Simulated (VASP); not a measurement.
Wanted: the native input for a VASP 6.6.1 run.

- Task: relaxation of cell and atoms
- Functional: PBE
- Potentials or basis: VASP PAW PBE potentials, release 64 (Ta_pv, Os)
- Cutoff: 600 eV
- k mesh: 24 × 24 × 12
- Occupations: gaussian, width 0.1 eV
- Spin: no spin polarisation
- Dipole correction: no
- Further INCAR settings: ALGO = Fast; EDIFF = 1e-06; IBRION = 2; EDIFFG = -0.01; NSW = 100; ISIF = 3

The structure of TaOs lies in POSCAR:

```
TaOs
1.0
    2.8587988300      0.0000000000      0.0000000000
   -1.4293994100      2.4757924100      0.0000000000
    0.0000000000      0.0000000000      4.5719358800
Ta Os
1 1
Direct
    0.0000000000      0.0000000000      0.0000000000
    0.3333333300      0.6666666700      0.5000000000
```

The cell was generated, and may not be a known phase.

The input as run:

INCAR

```
PREC     = Accurate       # precision mode
ENCUT    = 600            # plane-wave cutoff, eV
EDIFF    = 1E-6           # SCF threshold, eV
ISMEAR   = 0              # smearing method
SIGMA    = 0.1            # smearing width, eV
LREAL    = F              # projectors in reciprocal space
LASPH    = T              # aspherical terms in the spheres
NELM     = 80             # most SCF steps
ALGO     = Fast           # electronic algorithm
ISIF     = 3              # what is computed and relaxed
LWAVE    = F              # write WAVECAR
LCHARG   = F              # write CHGCAR
GGA      = PE             # functional
IBRION   = 2              # ionic algorithm
NSW      = 100            # ionic steps
EDIFFG   = -0.01          # ionic threshold
```

KPOINTS

```
Automatic mesh
0
Gamma
  24 24 12
```

Potentials or basis: VASP PAW PBE potentials, release 64 (Ta_pv, Os).

Command:

```sh
$ cat potpaw_PBE.64/Ta_pv/POTCAR potpaw_PBE.64/Os/POTCAR > POTCAR
$ mpirun -np 1 vasp_std > vasp.out
```

Results of the run:

* Relaxed volume: 16.21 Å³/atom
* Relaxed cell: a = 2.900 Å, b = 2.900 Å, c = 4.452 Å, α = 90.00°, β = 90.00°, γ = 120.00°
* Space group after relaxing (to 0.1 Å): P-6m2 (No. 187)
* Energy gained by relaxing: 11.7 meV/atom
* Ionic steps: 5
* Pressure after relaxing: 0.0 GPa
* Band gap on the k mesh: zero (an odd number of electrons rules out a gap without spin polarisation)

Caveat: spin-orbit coupling is left out, which moves the levels of the heavy elements.

Run time: 18 min on 1 thread of Oxide Virtual Turin-like Processor, on a shared host, peak memory 0.37 GiB.
